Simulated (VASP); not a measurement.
Crystal: Au.

```
Au
1.0
     0.00000    2.83943    2.83943
     2.83943    0.00000    2.83943
     2.83943    2.83943    0.00000
Au
2
Direct
  0.12500 0.12500 0.12500
  0.87500 0.87500 0.87500
```

- Program: VASP 6.6.1
- Task: relaxation of cell and atoms
- Functional: PBE
- Potentials or basis: VASP PAW PBE potentials, release 64 (Au)
- Cutoff: 600 eV
- k mesh: 10 × 10 × 10
- Occupations: fermi-dirac, width 0.1 eV
- Spin: no spin polarisation

At the start: pressure 26.1 GPa; volume 22.89 Å³/atom.

**Question.** Where does the relaxation end?

**Answer.** Over 19 steps the energy falls by 391.5 meV/atom and the volume is 29.14 Å³/atom (+27.3 %); space group Fd-3m (No. 227, to 0.05 Å).

The path:
| step | energy change (eV) | largest force (eV/Å) | pressure (GPa) | volume (Å³) |
| --- | --- | --- | --- | --- |
| 1 | 0.0000 | 0.0000 | 26.08 | 45.78 |
| 2 | -0.3373 | 0.0000 | -6.33 | 75.18 |
| 3 | -0.7824 | 0.0000 | -0.37 | 58.77 |
| 4 | -0.7829 | 0.0000 | -0.12 | 58.49 |
| 5 | -0.7829 | 0.0000 | 0.13 | 58.21 |
| 6 | -0.7829 | 0.0000 | 0.13 | 58.21 |
| 7 | -0.7829 | 0.0000 | 0.12 | 58.22 |
| 8 | -0.7829 | 0.0000 | 0.12 | 58.22 |
| 9 | -0.7829 | 0.0000 | 0.12 | 58.22 |
| 10 | -0.7829 | 0.0000 | 0.12 | 58.22 |
| 11 | -0.7829 | 0.0000 | 0.12 | 58.22 |
| 12 | -0.7829 | 0.0000 | 0.12 | 58.22 |
| 13 | -0.7829 | 0.0000 | 0.12 | 58.22 |
| 14 | -0.7829 | 0.0000 | 0.12 | 58.22 |
| 15 | -0.7829 | 0.0000 | 0.12 | 58.22 |
| 16 | -0.7829 | 0.0000 | 0.11 | 58.23 |
| 17 | -0.7829 | 0.0000 | 0.11 | 58.23 |
| 18 | -0.7829 | 0.0000 | 0.09 | 58.25 |
| 19 | -0.7829 | 0.0000 | 0.05 | 58.29 |

Final structure:
```xyz
2
Lattice="0.0000 3.0774 3.0774 3.0774 0.0000 3.0774 3.0774 3.0774 0.0000" Properties=species:S:1:pos:R:3 pbc="T T T"
Au    0.7694    0.7694    0.7694
Au    5.3855    5.3855    5.3855
```

Caveat: the volume moved by over 15 % at a fixed basis, so the end points are rough.
